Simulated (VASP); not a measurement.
## PbO: single point with r2SCAN

PbO:

```
Pb O
1.0
     4.17336    0.00000    0.00000
    -2.08668    3.61423    0.00000
     0.00000    0.00000    5.16904
Pb O
2 2
Direct
  0.33333 0.66667 0.25000
  0.66667 0.33333 0.75000
  0.66667 0.33333 0.25000
  0.33333 0.66667 0.75000
```

This cell differs from its parent crystal: volume changed by -6%.

```json
{
  "Program": "VASP 6.6.1",
  "Task": "single point",
  "Functional": "r2SCAN",
  "Potentials or basis": "VASP PAW PBE potentials, release 64 (Pb_d, O)",
  "Cutoff": "520 eV",
  "k mesh": "6 × 6 × 4",
  "Occupations": "gaussian, width 0.01 eV",
  "Spin": "no spin polarisation"
}
```

```json
{"Pressure": "5.9 GPa", "Band gap on the k mesh": "1.49 eV, indirect (least direct gap 1.50 eV)"}
```

Stress tensor (GPa, compression positive):
```
5.99 0.00 0.00
0.00 5.99 0.00
0.00 0.00 5.74
```

Levels at points of the mesh, in eV from the valence-band top:
| k point | band 16 | band 17 | band 18 | band 19 | band 20 | band 21 | band 22 | band 23 | band 24 | band 25 |
| --- | --- | --- | --- | --- | --- | --- | --- | --- | --- | --- |
| (0.00, 0.00, 0.00) | -3.93 | -3.93 | -3.11 | -3.04 | -3.04 | 4.14 | 4.42 | 4.42 | 5.26 | 5.26 |
| (0.50, 0.00, 0.00) | -4.81 | -3.88 | -3.53 | -1.93 | -1.53 | 1.82 | 4.29 | 4.73 | 5.12 | 5.49 |
| (0.00, 0.00, 0.50) | -3.42 | -3.42 | -3.42 | -1.77 | -1.77 | 3.57 | 3.57 | 4.41 | 4.41 | 4.41 |
| (0.50, 0.00, 0.50) | -4.17 | -3.14 | -3.14 | -0.80 | -0.80 | 1.49 | 1.49 | 4.51 | 4.51 | 5.76 |

Run time: 58 s on 1 thread of Intel(R) Xeon(R) 6975P-C (Granite Rapids) (shared host), peak memory 0.22 GiB.

Caveat: the PAW data sets were made with another functional, which shifts forces and pressure a little; spin-orbit coupling is left out, which moves the levels of the heavy elements. A k mesh can miss the band edges.
